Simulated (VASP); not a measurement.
# PbSe (Fm-3m) in VASP: a series of runs

PbSe is run at these levels: PBE, r2SCAN; tasks: single point.

Program: VASP 6.6.1. These are calculated values, not measurements. Logs are shortened: lines on timing, memory, paths and dates and some standing lists are left out, and cuts for length are marked.

### 1 The cell of the first run

Symmetry: Fm-3m, No. 225, cubic system. The conventional cell has a = 6.339 Å, b = 6.339 Å, c = 6.339 Å, α = 90.00°, β = 90.00°, γ = 90.00°. Pb (site symmetry m-3m) has 6 Se at 3.17 Å within 4.2 Å. Within 4.2 Å of Se (site symmetry m-3m) lie 6 Pb at 3.17 Å.

### 2 Single point, PBE (volume changed by +6%)

INCAR reads:

```
ALGO = Normal
EDIFF = 1E-7
ENCUT = 520
GGA = PE
ISIF = 2
ISMEAR = 0
LASPH = T
LCHARG = F
LREAL = F
LWAVE = F
NBANDS = 17
NELM = 60
PREC = Accurate
SIGMA = 0.01
```

KPOINTS reads:

```
k-points
0
Gamma
  6 6 6
```

POSCAR reads:

```
PbSe
1.0
    0.0000000000      3.1696457761      3.1696457761
    3.1696457761      0.0000000000      3.1696457761
    3.1696457761      3.1696457761      0.0000000000
Pb Se
1 1
Direct
    0.0000000000      0.0000000000      0.0000000000
    0.5000000000      0.5000000000      0.5000000000
```

Potentials or basis: VASP PAW PBE potentials, release 64 (Pb_d, Se).

Command:

```sh
$ cat potpaw_PBE.64/Pb_d/POTCAR potpaw_PBE.64/Se/POTCAR > POTCAR
$ mpirun -np 1 vasp_std > vasp.out
```

OUTCAR:

```text
EDIFF = 1E-7
   ENCUT = 520
   GGA = PE
   ISIF = 2
   ISMEAR = 0
   LASPH = T
   LREAL = F
   NELM = 60
   PREC = Accurate

 ion  position               nearest neighbor table
   1  0.000  0.000  0.000-   2 3.17   2 3.17   2 3.17   2 3.17   2 3.17   2 3.17
   2  0.500  0.500  0.500-   1 3.17   1 3.17   1 3.17   1 3.17   1 3.17   1 3.17

  LATTYP: Found a face centered cubic cell.
 ALAT       =     6.3392915522

  Lattice vectors:

 A1 = (   0.0000000000,   3.1696457761,   3.1696457761)
 A2 = (   3.1696457761,   0.0000000000,   3.1696457761)
 A3 = (   3.1696457761,   3.1696457761,   0.0000000000)

Analysis of symmetry for initial positions (statically):
=====================================================================
 Subroutine PRICEL returns:
 Original cell was already a primitive cell.

 Routine SETGRP: Setting up the symmetry group for a
 face centered cubic supercell.

 Subroutine GETGRP returns: Found 48 space group operations
 (whereof 48 operations were pure point group operations)
 out of a pool of 48 trial point group operations.

The static configuration has the point symmetry O_h .

Analysis of symmetry for dynamics (positions and initial velocities):
=====================================================================
 Subroutine PRICEL returns:
 Original cell was already a primitive cell.

 Routine SETGRP: Setting up the symmetry group for a
 face centered cubic supercell.

 Subroutine GETGRP returns: Found 48 space group operations
 (whereof 48 operations were pure point group operations)
 out of a pool of 48 trial point group operations.

The dynamic configuration has the point symmetry O_h .

 Subroutine INISYM returns: Found 48 space group operations
 (whereof 48 operations are pure point group operations),
 and found     1 'primitive' translations

----------------------------------------------------------------------------------------

                                     Primitive cell

  volume of cell :      63.6887

  direct lattice vectors                    reciprocal lattice vectors
     0.000000000  3.169645776  3.169645776    -0.157746334  0.157746334  0.157746334
     3.169645776  0.000000000  3.169645776     0.157746334 -0.157746334  0.157746334
     3.169645776  3.169645776  0.000000000     0.157746334  0.157746334 -0.157746334

  length of vectors
     4.482556044  4.482556044  4.482556044     0.273224665  0.273224665  0.273224665

  position of ions in fractional coordinates (direct lattice)
     0.000000000  0.000000000  0.000000000
     0.500000000  0.500000000  0.500000000

  ion indices of the primitive-cell ions
   primitive index   ion index
                 1           1
                 2           2

----------------------------------------------------------------------------------------

 KPOINTS: k-points

Automatic generation of k-mesh.
 Grid dimensions read from file:
 generate k-points for:    6    6    6

 Generating k-lattice:

  Cartesian coordinates                     Fractional coordinates (reciprocal lattice)
    -0.026291056  0.026291056  0.026291056     0.166666667  0.000000000  0.000000000
     0.026291056 -0.026291056  0.026291056     0.000000000  0.166666667  0.000000000
     0.026291056  0.026291056 -0.026291056     0.000000000  0.000000000  0.166666667

  Length of vectors
     0.045537444  0.045537444  0.045537444

  Shift w.r.t. Gamma in fractional coordinates (k-lattice)
     0.000000000  0.000000000  0.000000000

 Subroutine IBZKPT returns following result:
 ===========================================

 Found     16 irreducible k-points:

 Following reciprocal coordinates:
            Coordinates               Weight
  0.000000  0.000000  0.000000      1.000000
  0.166667  0.000000  0.000000      8.000000
  0.333333  0.000000  0.000000      8.000000
  0.500000  0.000000  0.000000      4.000000
  0.166667  0.166667  0.000000      6.000000
  0.333333  0.166667  0.000000     24.000000
[... 8 lines left out ...]
 -0.333333  0.333333  0.166667     24.000000
 -0.333333  0.500000  0.166667     12.000000
   k-points           NKPTS =     16   k-points in BZ     NKDIM =     16   number of bands    NBANDS=     17
   number of dos      NEDOS =    301   number of ions     NIONS =      2
   total plane-waves  NPLWV =  46656
   dimension x,y,z NGX =    36 NGY =   36 NGZ =   36
   dimension x,y,z NGXF=    72 NGYF=   72 NGZF=   72
   ions per type =               1   1
   NGX,Y,Z   is equivalent  to a cutoff of  13.35, 13.35, 13.35 a.u.
   NGXF,Y,Z  is equivalent  to a cutoff of  26.70, 26.70, 26.70 a.u.
 SYSTEM =  unknown system
   PREC   = accura    normal or accurate (medium, high low for compatibility)
   ISTART =      0    job   : 0-new  1-cont  2-samecut
   ICHARG =      2    charge: 1-file 2-atom 10-const
   ISPIN  =      1    spin polarized calculation?
   LNONCOLLINEAR =      F non collinear calculations
   LSORBIT =      F    spin-orbit coupling
   LASPH  =      T    aspherical Exc in radial PAW
   ENCUT  =  520.0 eV  38.22 Ry    6.18 a.u.   8.33  8.33  8.33*2*pi/ulx,y,z
   NELM   =     60;   NELMIN=  2; NELMDL= -5     # of ELM steps
   EDIFF  = 0.1E-06   stopping-criterion for ELM
   LREAL  =      F    real-space projection
   EDIFFG = 0.1E-05   stopping-criterion for IOM
   NSW    =      0    number of steps for IOM
   IBRION =     -1    ionic relax: 0-MD 1-quasi-New 2-CG
   NFREE  =      0    steps in history (QN), initial steepest desc. (CG)
   ISIF   =      2    stress and relaxation
   ISYM   =      2    0-nonsym 1-usesym 2-fastsym
   POTIM  = 0.5000    time-step for ionic-motion
   TEBEG  =    0.0;   TEEND  =   0.0 temperature during run
   PSTRESS=    0.0 pullay stress
   NELECT =      20.0000    total number of electrons
   NUPDOWN=      -1.0000    fix difference up-down
   EMIN   =  10.00;   EMAX   =-10.00  energy-range for DOS
   EFERMI =   0.00;   METHOD = LEGACY
   ISMEAR =     0;   SIGMA  =   0.01  broadening in eV -4-tet -1-fermi 0-gaus
   EFERMI_NEDOS =   21; number of points for ismear=-14 and -15
   IALGO  =     38    algorithm
   IMIX   =      4    mixing-type and parameters
     AMIX     =   0.40;   BMIX     =  1.00
     AMIX_MAG =   1.60;   BMIX_MAG =  1.00
  volume/ion in A,a.u.               =      31.84       214.90
  Fermi-wavevector in a.u.,A,eV,Ry     =   1.112750  2.102792 16.846892  1.238212
  Thomas-Fermi vector in A             =   2.249327
   LORBIT       =      0    0 simple, 1 ext, 2 COOP (PROOUT), +10 PAW based schemes
   GGA     = PE    functional components
   LHFCALC =     F    Hartree Fock is set to
   AEXX    =    0.0000 exact exchange contribution
   IVDW    =     0    specifies the selected vdW correction
   LEPSILON=     F    determine dielectric tensor
   LRPA    =     F    only Hartree local field effects (RPA)
 non-spin polarized calculation
 Gauss-broadening in eV      SIGMA  =   0.01
  energy-cutoff  :      520.00
  volume of cell :       63.69
 maximum number of plane-waves:      1736
 NGX is ok and might be reduce to    36
   NGX = 17   NGY = 17   NGZ = 17

 number of electron      19.9999998 magnetization

 Free energy of the ion-electron system (eV)
  ---------------------------------------------------
  ext. energy  EPLUGINS =         0.00000000
  ---------------------------------------------------
  free energy    TOTEN  =        -8.17269778 eV

  energy without entropy =       -8.17269778  energy(sigma->0) =       -8.17269778

 E-fermi :   3.8959     XC(G=0):  -9.0551

 val. band max:        3.7751291845   @ k =   0.5000   0.0000   0.0000
 cond. band min:       4.3672153230   @ k =   0.5000   0.0000   0.0000
 fundamental gap:      0.5920861385
 Fermi energy:         3.8959300812

 k-point     1 :       0.0000    0.0000    0.0000
  band No.  band energies     occupation
      1     -12.8641      2.00000
      2     -12.8641      2.00000
      3     -12.8641      2.00000
      4     -12.8558      2.00000
      5     -12.8558      2.00000
      6      -8.9306      2.00000
[... 9 lines left out ...]
     16      10.5656      0.00000
     17      11.6508      0.00000

 k-point     2 :       0.1667    0.0000    0.0000
  band No.  band energies     occupation
      1     -12.8632      2.00000
      2     -12.8628      2.00000
      3     -12.8628      2.00000
      4     -12.8554      2.00000
      5     -12.8554      2.00000
      6      -8.7617      2.00000
[... 9 lines left out ...]
     16      11.0921      0.00000
     17      13.2850      0.00000

 k-point     3 :       0.3333    0.0000    0.0000
  band No.  band energies     occupation
      1     -12.8686      2.00000
      2     -12.8686      2.00000
      3     -12.8616      2.00000
      4     -12.8460      2.00000
      5     -12.8460      2.00000
      6      -8.3552      2.00000
[... 9 lines left out ...]
     16      12.4600      0.00000
     17      15.0882      0.00000

 k-point     4 :       0.5000    0.0000    0.0000
  band No.  band energies     occupation
      1     -12.8721      2.00000
      2     -12.8721      2.00000
      3     -12.8610      2.00000
      4     -12.8408      2.00000
      5     -12.8408      2.00000
      6      -8.0964      2.00000
[... 9 lines left out ...]
     16      14.0387      0.00000
     17      14.0387      0.00000
[... 183 lines left out ...]
      1     -12.8918      2.00000
      2     -12.8638      2.00000
      3     -12.8582      2.00000
      4     -12.8441      2.00000
      5     -12.8428      2.00000
      6      -8.0706      2.00000
[... 9 lines left out ...]
     16      14.0142      0.00000
     17      14.1842      0.00000

 k-point    15 :      -0.3333    0.3333    0.1667
  band No.  band energies     occupation
      1     -12.8966      2.00000
      2     -12.8607      2.00000
      3     -12.8536      2.00000
      4     -12.8529      2.00000
      5     -12.8384      2.00000
      6      -7.8983      2.00000
[... 9 lines left out ...]
     16      15.0642      0.00000
     17      15.1434      0.00000

 k-point    16 :      -0.3333    0.5000    0.1667
  band No.  band energies     occupation
      1     -12.9118      2.00000
      2     -12.8656      2.00000
      3     -12.8513      2.00000
      4     -12.8454      2.00000
      5     -12.8349      2.00000
      6      -7.8361      2.00000
[... 9 lines left out ...]
     16      15.0456      0.00000
     17      16.2910      0.00000

------------------------ aborting loop because EDIFF is reached ----------------------------------------

  FORCE on cell =-STRESS in cart. coord.  units (eV):
  Direction    XX          YY          ZZ          XY          YZ          ZX
  --------------------------------------------------------------------------------------
  -------------------------------------------------------------------------------------
  Total       -0.9656911     -0.9656911     -0.9656911     -0.0000000      0.0000000     -0.0000000
  in kB      -24.2933065    -24.2933065    -24.2933065     -0.0000000      0.0000000     -0.0000000
  external PRESSURE =     -24.2933065 kB  Pullay stress =       0.0000000 kB

 VOLUME and BASIS-vectors are now :
 -----------------------------------------------------------------------------
  energy-cutoff  :      520.00
  volume of cell :       63.69
      direct lattice vectors                 reciprocal lattice vectors
     0.000000000  3.169645776  3.169645776    -0.157746334  0.157746334  0.157746334
     3.169645776  0.000000000  3.169645776     0.157746334 -0.157746334  0.157746334
     3.169645776  3.169645776  0.000000000     0.157746334  0.157746334 -0.157746334

 POSITION                                       TOTAL-FORCE (eV/Angst)
 -----------------------------------------------------------------------------------
      0.00000      0.00000      0.00000         0.000000      0.000000      0.000000
      3.16965      3.16965      3.16965        -0.000000      0.000000     -0.000000
 -----------------------------------------------------------------------------------
    total drift:                               -0.000000      0.000000      0.000000

  FREE ENERGIE OF THE ION-ELECTRON SYSTEM (eV)
  ---------------------------------------------------
  free  energy   TOTEN  =        -8.1726977788 eV

  energy  without entropy=       -8.1726977788  energy(sigma->0) =       -8.17269778
```

It took 12 s on 1 thread of AMD EPYC 9R45 (Zen 5), shared host; peak memory 0.17 GiB.

Results:

```
Free energy            : -8.1727 eV
Pressure               : -2.4 GPa
Band gap on the k mesh : 0.59 eV, direct
```

Caveat: spin-orbit coupling is left out, which moves the levels of the heavy elements. A k mesh can miss the band edges.

### 3 Single point, r2SCAN (volume changed by -6%)

POSCAR reads:

```
PbSe
1.0
    0.0000000000      3.0256497898      3.0256497898
    3.0256497898      0.0000000000      3.0256497898
    3.0256497898      3.0256497898      0.0000000000
Pb Se
1 1
Direct
    0.0000000000      0.0000000000      0.0000000000
    0.5000000000      0.5000000000      0.5000000000
```

INCAR.step1 reads:

```
PREC = Accurate
ENCUT = 520
ISMEAR = 0
SIGMA = 0.01
LREAL = False
LASPH = True
NELM = 100
NBANDS = 17
GGA = PE
ALGO = Normal
EDIFF = 1E-4
LWAVE = True
LCHARG = False
```

INCAR.step2 reads:

```
PREC = Accurate
ENCUT = 520
EDIFF = 1E-7
ISMEAR = 0
SIGMA = 0.01
LREAL = False
LASPH = True
NELM = 100
ALGO = Normal
ISIF = 2
LWAVE = False
LCHARG = False
METAGGA = R2SCAN
LMIXTAU = True
NBANDS = 17
ISTART = 1
```

KPOINTS reads:

```
Automatic mesh
0
Gamma
  6 6 6
```

Potentials or basis: VASP PAW PBE potentials, release 64 (Pb_d, Se).

Command:

```sh
$ cat potpaw_PBE.64/Pb_d/POTCAR potpaw_PBE.64/Se/POTCAR > POTCAR
$ cp INCAR.step1 INCAR
$ mpirun -np 1 vasp_std > vasp.out
$ cp INCAR.step2 INCAR
$ mpirun -np 1 vasp_std > vasp.out
```

Wall time 38 s (1 thread of AMD EPYC 9R45 (Zen 5), shared host); peak memory 0.16 GiB.

Results (log left out):

```yaml
Free_energy: -71.9022 eV
Pressure: 3.6 GPa
Band_gap_on_the_k_mesh: 0.45 eV, direct
```

Levels at points of the mesh, in eV from the valence-band top:
```
           k point  band 8  band 9  band 10  band 11  band 12  band 13
(0.00, 0.00, 0.00)   -2.25   -2.25    -2.25     5.07     5.07     5.07
(0.50, 0.00, 0.00)   -1.80   -1.80     0.00     0.45     1.79     1.79
(0.50, 0.50, 0.00)   -5.51   -3.67    -3.67     3.83     6.09     6.09
```

Caveat: the PAW data sets were made with another functional, which shifts forces and pressure a little; spin-orbit coupling is left out, which moves the levels of the heavy elements.

### 4 Single point, r2SCAN (volume changed by -3%)

POSCAR reads:

```
PbSe
1.0
    0.0000000000      3.0575010756      3.0575010756
    3.0575010756      0.0000000000      3.0575010756
    3.0575010756      3.0575010756      0.0000000000
Pb Se
1 1
Direct
    0.0000000000      0.0000000000      0.0000000000
    0.5000000000      0.5000000000      0.5000000000
```

INCAR.step1 reads:

```
SYSTEM = PbSe
  PREC = Accurate
  ENCUT = 520
  ISMEAR = 0
  SIGMA = 0.01
  LREAL = .False.
  LASPH = .True.
  NELM = 80
  NBANDS = 17
  GGA = PE
  ALGO = Normal
  EDIFF = 1E-4
  LWAVE = .True.
  LCHARG = .False.
```

INCAR.step2 reads:

```
SYSTEM = PbSe
  PREC = Accurate
  ENCUT = 520
  EDIFF = 1E-6
  ISMEAR = 0
  SIGMA = 0.01
  LREAL = .False.
  LASPH = .True.
  NELM = 80
  ALGO = Normal
  ISIF = 2
  LWAVE = .False.
  LCHARG = .True.
  METAGGA = R2SCAN
  LMIXTAU = .True.
  LELF = .True.
  LVHAR = .True.
  NBANDS = 17
  ISTART = 1
```

KPOINTS reads:

```
Automatic mesh
0
Gamma
  6 6 6
  0 0 0
```

Command:

```sh
$ cat potpaw_PBE.64/Pb_d/POTCAR potpaw_PBE.64/Se/POTCAR > POTCAR
$ cp INCAR.step1 INCAR
$ mpirun -np 1 vasp_std > vasp.out
$ cp INCAR.step2 INCAR
$ mpirun -np 1 vasp_std > vasp.out
```

Run time: 30 s. Hardware: 1 thread of AMD EPYC 9R45 (Zen 5), shared host; peak memory 0.16 GiB.

The run converged. Its results:

```
Free energy            : -71.9317 eV
Pressure               : 1.7 GPa
Band gap on the k mesh : 0.57 eV, direct
```

Levels at points of the mesh, in eV from the valence-band top:
| k point | band 6 | band 7 | band 8 | band 9 | band 10 | band 11 | band 12 | band 13 | band 14 | band 15 |
| --- | --- | --- | --- | --- | --- | --- | --- | --- | --- | --- |
| (0.00, 0.00, 0.00) | -14.19 | -6.35 | -2.05 | -2.05 | -2.05 | 5.04 | 5.04 | 5.04 | 6.94 | 6.94 |
| (0.50, 0.00, 0.00) | -13.08 | -9.09 | -1.63 | -1.63 | 0.00 | 0.57 | 1.90 | 1.90 | 9.09 | 10.67 |
| (0.50, 0.50, 0.00) | -12.67 | -7.56 | -5.19 | -3.42 | -3.42 | 4.00 | 6.00 | 6.00 | 6.48 | 11.83 |

Caveat: the PAW data sets were made with another functional, which shifts forces and pressure a little; spin-orbit coupling is left out, which moves the levels of the heavy elements. A k mesh can miss the band edges.

### 5 The runs side by side

| level | cell | gap on the mesh (eV) | pressure (GPa) |
| --- | --- | --- | --- |
| PBE | a = 4.483 Å, angles 60.0°, 2 atoms | 0.59 | -2.4 |
| r2SCAN | a = 4.279 Å, angles 60.0°, 2 atoms | 0.45 | 3.6 |
| r2SCAN | a = 4.324 Å, angles 60.0°, 2 atoms | 0.57 | 1.7 |

Alike in all rows: task single point; potentials or basis VASP PAW PBE potentials, release 64 (Pb_d, Se); no spin polarisation; k mesh 6 × 6 × 6; cutoff (eV) 520; smearing gaussian 0.01 eV.

Caveats: spin-orbit coupling is left out, which moves the levels of the heavy elements; the PAW data sets were made with another functional, which shifts forces and pressure a little (some runs).

Total energies depend on the potentials used, so only differences within one code and one set of settings carry meaning.
